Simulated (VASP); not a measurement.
# WC (Fm-3m) in VASP: a series of runs, part 2 of 2

VASP 6.6.1. The steps go on from the part before.

## Step 4: Single point, LDA

Input file INCAR:

```
SYSTEM = WC
ALGO     = Normal         ! electronic algorithm
EDIFF    = 1E-6           ! SCF threshold, eV
ENCUT    = 520            ! plane-wave cutoff, eV
GGA      = CA             ! functional
ISIF     = 2              ! what is computed and relaxed
ISMEAR   = -1             ! smearing method
LASPH    = .True.         ! aspherical terms in the spheres
LCHARG   = .True.         ! write CHGCAR
LELF     = .True.         ! ELF
LREAL    = .False.        ! projectors in reciprocal space
LVHAR    = .True.       
LWAVE    = .False.        ! write WAVECAR
NBANDS   = 16             ! bands
NELM     = 100            ! most SCF steps
PREC     = Accurate       ! precision mode
SIGMA    = 0.05           ! smearing width, eV
```

Input file KPOINTS:

```
k-points
0
Gamma
  10 10 10
  0 0 0
```

Input file POSCAR:

```
WC
1.0
    0.0000000000      2.1926840000      2.1926840000
    2.1926840000      0.0000000000      2.1926840000
    2.1926840000      2.1926840000      0.0000000000
W C
1 1
Direct
    0.0000000000      0.0000000000      0.0000000000
    0.5000000000      0.5000000000      0.5000000000
```

Potentials or basis: VASP PAW LDA potentials, release 64 (W_sv, C).

On the command line:

```sh
> cat potpaw_LDA.64/W_sv/POTCAR potpaw_LDA.64/C/POTCAR > POTCAR
> mpirun -np 1 vasp_std > vasp.out
```

Wall time 7.1 s (1 thread of AMD EPYC 9R45 (Zen 5), shared host); peak memory 0.11 GiB.

Results (log left out):

- Free energy: -23.7917 eV
- Pressure: -14.0 GPa
- Band gap on the k mesh: zero (band 9 reaches 13.31 eV, above the bottom of band 10 at 10.14 eV)

Levels at points of the mesh, in eV from the Fermi level:
| k point | band 6 | band 7 | band 8 | band 9 | band 10 | band 11 | band 12 | band 13 |
| --- | --- | --- | --- | --- | --- | --- | --- | --- |
| (0.00, 0.00, 0.00) | -2.80 | -2.80 | -2.80 | -1.07 | -1.07 | -1.07 | -1.02 | -1.02 |
| (0.50, 0.00, 0.00) | -9.78 | -6.60 | -6.60 | 0.98 | 0.98 | 2.28 | 4.99 | 8.71 |
| (0.50, 0.50, 0.00) | -5.80 | -5.52 | -2.48 | -2.48 | 0.79 | 2.21 | 2.21 | 5.41 |

Caveat: spin-orbit coupling is left out, which moves the levels of the heavy elements.

## Step 5: Single point, LDA (volume scaled by 0.94)

Input file INCAR:

```
SYSTEM = WC
PREC = Accurate
ENCUT = 520
EDIFF = 1E-6
ISMEAR = -1
SIGMA = 0.05
LREAL = .False.
LASPH = .True.
NELM = 100
ALGO = Normal
ISIF = 2
LWAVE = .False.
LCHARG = .True.
GGA = CA
LELF = .True.
LVHAR = .True.
NBANDS = 16
```

Input file KPOINTS:

```
regular mesh
0
Gamma
  10 10 10
  0 0 0
```

Input file POSCAR:

```
WC
1.0
    0.0000000000      2.1479227872      2.1479227872
    2.1479227872      0.0000000000      2.1479227872
    2.1479227872      2.1479227872      0.0000000000
W C
1 1
Direct
    0.0000000000      0.0000000000      0.0000000000
    0.5000000000      0.5000000000      0.5000000000
```

Potentials or basis: VASP PAW LDA potentials, release 64 (W_sv, C).

On the command line:

```sh
> cat potpaw_LDA.64/W_sv/POTCAR potpaw_LDA.64/C/POTCAR > POTCAR
> mpirun -np 1 vasp_std > vasp.out
```

OUTCAR:

```text
SYSTEM = WC
   PREC = Accurate
   ENCUT = 520
   EDIFF = 1E-6
   ISMEAR = -1
   LREAL = .False.
   LASPH = .True.
   NELM = 100
   ISIF = 2
   GGA = CA

 ion  position               nearest neighbor table
   1  0.000  0.000  0.000-   2 2.15   2 2.15   2 2.15   2 2.15   2 2.15   2 2.15
   2  0.500  0.500  0.500-   1 2.15   1 2.15   1 2.15   1 2.15   1 2.15   1 2.15

  LATTYP: Found a face centered cubic cell.
 ALAT       =     4.2958455744

  Lattice vectors:

[... 191 lines left out ...]
      6      10.2659      2.00000
[... 433 lines left out ...]
      3     -26.1299      2.00000
      4     -26.1068      2.00000
      5      -0.3304      2.00000
      6       5.9401      2.00000
[... 8 lines left out ...]
     15      25.5106      0.00000
     16      29.3817      0.00000

 [... further k-points ...]
[... 5 lines left out ...]
  --------------------------------------------------------------------------------------
  -------------------------------------------------------------------------------------
  Total        1.2667796      1.2667796      1.2667796      0.0000000      0.0000000     -0.0000000
  in kB      102.4060557    102.4060557    102.4060557      0.0000000      0.0000000     -0.0000000
  external PRESSURE =     102.4060557 kB  Pullay stress =       0.0000000 kB

 VOLUME and BASIS-vectors are now :
 -----------------------------------------------------------------------------
  energy-cutoff  :      520.00
  volume of cell :       19.82
      direct lattice vectors                 reciprocal lattice vectors
     0.000000000  2.147922787  2.147922787    -0.232783042  0.232783042  0.232783042
     2.147922787  0.000000000  2.147922787     0.232783042 -0.232783042  0.232783042
     2.147922787  2.147922787  0.000000000     0.232783042  0.232783042 -0.232783042

 POSITION                                       TOTAL-FORCE (eV/Angst)
 -----------------------------------------------------------------------------------
      0.00000      0.00000      0.00000        -0.000000      0.000000      0.000000
      2.14792      2.14792      2.14792         0.000000     -0.000000     -0.000000
 -----------------------------------------------------------------------------------
    total drift:                                0.000000     -0.000000     -0.000000

  FREE ENERGIE OF THE ION-ELECTRON SYSTEM (eV)
  ---------------------------------------------------
  free  energy   TOTEN  =       -23.8110676238 eV

  energy  without entropy=      -23.8051343818  energy(sigma->0) =      -23.80810100
```

stdout:

```text
POSCAR found type information on POSCAR W C
 POSCAR found :  2 types and       2 ions
 scaLAPACK will be used
 LDA part: xc-table for (Slater(with rela. corr.)+CA(PZ))
 , standard interpolation
 POSCAR, INCAR and KPOINTS ok, starting setup
 FFT: planning ... GRIDC
 FFT: planning ... GRID_SOFT
 FFT: planning ... GRID
 WAVECAR not read
 entering main loop
```

Wall time 8.1 s (1 thread of Intel Xeon Platinum 8259CL at 2.50GHz (Skylake/Cascade Lake), shared host); peak memory 0.13 GiB.

Results:

- Free energy: -23.8111 eV
- Pressure: 10.2 GPa
- Band gap on the k mesh: zero (band 9 reaches 14.42 eV, above the bottom of band 10 at 10.94 eV)

Levels at points of the mesh, in eV from the Fermi level:
```
           k point  band 5  band 6  band 7  band 8  band 9  band 10  band 11  band 12  band 13  band 14
(0.00, 0.00, 0.00)  -16.21   -3.04   -3.04   -3.04   -1.20    -1.20    -1.20    -1.08    -1.08     7.34
(0.50, 0.00, 0.00)  -11.10  -10.33   -7.06   -7.06    1.11     1.11     2.53     5.08     9.39     9.39
(0.50, 0.50, 0.00)  -13.97   -6.30   -5.67   -2.58   -2.58     0.91     2.46     2.46     6.04     8.17
```

Caveat: spin-orbit coupling is left out, which moves the levels of the heavy elements.

## Step 6: Single point, LDA (volume scaled by 0.96)

Input file INCAR:

```
SYSTEM = WC
PREC = Accurate
ENCUT = 520
EDIFF = 1E-7
ISMEAR = -1
SIGMA = 0.05
LREAL = .False.
LASPH = .True.
NELM = 100
ALGO = Normal
ISIF = 2
LWAVE = .False.
LCHARG = .False.
NBANDS = 16
```

KPOINTS is that of step 5.

Input file POSCAR:

```
WC
1.0
    0.0000000000      2.1630495024      2.1630495024
    2.1630495024      0.0000000000      2.1630495024
    2.1630495024      2.1630495024      0.0000000000
W C
1 1
Direct
    0.0000000000      0.0000000000      0.0000000000
    0.5000000000      0.5000000000      0.5000000000
```

Potentials or basis: VASP PAW LDA potentials, release 64 (W_sv, C).

On the command line:

```sh
> cat potpaw_LDA.64/W_sv/POTCAR potpaw_LDA.64/C/POTCAR > POTCAR
> mpirun -np 1 vasp_std > vasp.out
```

Wall time 8.4 s (1 thread of Intel Xeon Platinum 8259CL at 2.50GHz (Skylake/Cascade Lake), shared host); peak memory 0.13 GiB.

Results (log left out):

```
Free energy            : -23.8263 eV
Pressure               : 1.2 GPa
Band gap on the k mesh : zero (band 9 reaches 14.03 eV, above the bottom of band 10 at 10.67 eV)
```

Levels at points of the mesh, in eV from the Fermi level:
```tsv
k point	band 5	band 6	band 7	band 8	band 9	band 10	band 11	band 12	band 13	band 14
(0.00, 0.00, 0.00)	-16.02	-2.96	-2.96	-2.96	-1.15	-1.15	-1.15	-1.06	-1.06	7.09
(0.50, 0.00, 0.00)	-11.06	-10.14	-6.90	-6.90	1.06	1.06	2.44	5.05	9.15	9.15
(0.50, 0.50, 0.00)	-13.79	-6.13	-5.62	-2.55	-2.55	0.87	2.37	2.37	5.82	7.88
```

Caveat: spin-orbit coupling is left out, which moves the levels of the heavy elements.

## Step 7: The runs side by side

```tsv
level	potentials or basis	cell	gap on the mesh (eV)	pressure (GPa)
PBEsol	VASP PAW PBE potentials, release 64 (W_sv, C)	a = 3.101 Å, angles 60.0°, 2 atoms	none	-9.3
LDA	VASP PAW LDA potentials, release 64 (W_sv, C)	a = 3.101 Å, angles 60.0°, 2 atoms	none	-14.0
LDA	VASP PAW LDA potentials, release 64 (W_sv, C)	a = 3.038 Å, angles 60.0°, 2 atoms	none	10.2
LDA	VASP PAW LDA potentials, release 64 (W_sv, C)	a = 3.059 Å, angles 60.0°, 2 atoms	none	1.2
```

Alike in all rows: task single point; no spin polarisation; k mesh 10 × 10 × 10; cutoff (eV) 520; smearing fermi-dirac 0.05 eV.

Caveats: spin-orbit coupling is left out, which moves the levels of the heavy elements; the PAW data sets were made with another functional, which shifts forces and pressure a little (some runs).

Absolute energies hang on the potentials; compare differences alone.
